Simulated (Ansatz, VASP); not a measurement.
**One calculation of MgS, two programs**

```xyz
2
Lattice="3.2736 0.0000 0.0000 0.0000 3.2736 0.0000 0.0000 0.0000 3.2736" Properties=species:S:1:pos:R:3 pbc="T T T"
Mg    0.0000    0.0000    0.0000
S     1.6368    1.6368    1.6368
```

Alike in both runs: task relaxation of cell and atoms; functional PBE; k mesh 6 × 6 × 6; occupations gaussian, width 0.1 eV; no spin polarisation.

|  | VASP | Ansatz |
| --- | --- | --- |
| version | VASP 6.6.1 | Ansatz 0.2.0 |
| potentials or method | VASP PAW PBE potentials, release 64 (Mg, S), cutoff 600 eV | scalar-relativistic, plane waves, PAW |
| valence electrons in the cell | 8 | 16 |

|  | VASP | Ansatz | Ansatz less VASP |
| --- | --- | --- | --- |
| gap on the k mesh at the Fermi level, each at its own relaxed structure (eV) | none | none | - |
| relaxed volume (Å³/atom) | 17.54 | 17.54 | 0.000 |
| relaxed cell length with the largest relative difference (Å) | 3.274 | 3.274 | 0.0000 |

A gap of «none» marks a metal or a gap that the smearing closes. VASP's potentials hold 8 valence electrons a cell and Ansatz's 16, so a difference there can come from the potentials and not from the codes.

Noted on VASP's run: the relaxation stopped at its first step, so nothing moved.
